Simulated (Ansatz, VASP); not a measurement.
## Two plane-wave programs on InSe2

INCAR

```
PREC = Accurate
ENCUT = 520
EDIFF = 1E-6
ISMEAR = 0
SIGMA = 0.4
LREAL = F
LASPH = T
NELM = 80
ALGO = Normal
ISIF = 2
LWAVE = F
LCHARG = T
GGA = PE
LELF = T
LVHAR = T
NBANDS = 34
```

File KPOINTS:

```
Automatic mesh
0
Gamma
  5 5 2
```

File POSCAR:

```
InSe2
1.0
    3.8948930000      0.0000000000      0.0000000000
    0.0000000000      3.8948930000      0.0000000000
    0.0000000000      0.0000000000      9.6262310000
In Se
2 4
Direct
    0.0000000000      0.5000000000      0.7064680000
    0.5000000000      0.0000000000      0.2935320000
    0.0000000000      0.5000000000      0.3662120000
    0.5000000000      0.0000000000      0.6337880000
    0.0000000000      0.0000000000      0.0000000000
    0.5000000000      0.5000000000      0.0000000000
```

Input for Ansatz:

```yaml
crystal:
  lattice:
    - [3.894893, 0.0, 0.0]
    - [0.0, 3.894893, 0.0]
    - [0.0, 0.0, 9.626231]
  atoms:
    - { symbol: In, position: [0.0, 0.5, 0.706468] }
    - { symbol: In, position: [0.5, 0.0, 0.293532] }
    - { symbol: Se, position: [0.0, 0.5, 0.366212] }
    - { symbol: Se, position: [0.5, 0.0, 0.633788] }
    - { symbol: Se, position: [0.0, 0.0, 0.0] }
    - { symbol: Se, position: [0.5, 0.5, 0.0] }
basis:
  ecutwfc: 420
kpoints:
  mp_grid: { grid: [5, 5, 2] }
hamiltonian:
  xc: pbe
scf:
  occupations: { method: gaussian, width: 0.4 }
output:
  forces: true
  stress: true
  eigenvalues: true
```

Alike in both runs: task single point; functional PBE; k mesh 5 × 5 × 2; occupations gaussian, width 0.4 eV; no spin polarisation.

```csv
,VASP,Ansatz
version,VASP 6.6.1,Ansatz 0.2.0
potentials or method,"VASP PAW PBE potentials, release 64 (In_d, Se), cutoff 520 eV","scalar-relativistic, plane waves, PAW"
valence electrons in the cell,50,90
```

```tsv
	VASP	Ansatz	Ansatz less VASP
gap on the k mesh at the Fermi level (eV)	none	none	-
pressure (GPa)	-0.1	-0.1	-0.02
traceless stress, the component that is largest in VASP (GPa)	0.26	0.28	+0.017
rms of the force components (eV/Å)	0.020	0.020	-0.0002
```

Atom by atom the forces differ by 0.000 eV/Å (rms over components). A gap of «none» marks a metal or a gap that the smearing closes. VASP's potentials hold 50 valence electrons a cell and Ansatz's 90, so a difference there can come from the potentials and not from the codes.
